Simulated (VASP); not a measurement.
A run of VASP 6.6.1:

File INCAR:

```
ALGO = Fast
EDIFF = 1E-6
EDIFFG = -0.005
ENCUT = 600
GGA = PS
IBRION = 2
ISIF = 3
ISMEAR = 0
LASPH = T
LCHARG = F
LREAL = F
LWAVE = F
NELM = 100
NSW = 70
PREC = Accurate
SIGMA = 0.1
```

KPOINTS

```
k-points
0
Gamma
  18 18 10
```

The input POSCAR:

```
VCr
1.0
    1.4575130319     -2.0956004173      0.0000000000
    1.4575130319      2.0956004173      0.0000000000
    0.0000000000      0.0000000000      4.0529917546
V Cr
1 1
Direct
    0.5000000000      0.5000000000      0.5000000000
    0.0000000000      0.0000000000      0.0000000000
```

Potentials or basis: VASP PAW PBE potentials, release 64 (V_sv, Cr_pv).

Command:

```bash
$ cat potpaw_PBE.64/V_sv/POTCAR potpaw_PBE.64/Cr_pv/POTCAR > POTCAR
$ mpirun -np 1 vasp_std > vasp.out
```

Hardware: 1 thread of Intel Xeon 8259CL, with other jobs on the host.

Problem. How long does it take, and how much memory?

Solution. It took 18 min on 1 thread of Intel Xeon 8259CL, with other jobs on the host, peak memory 0.42 GiB. Counts: scf iterations 83, k points 546, ion steps 10.
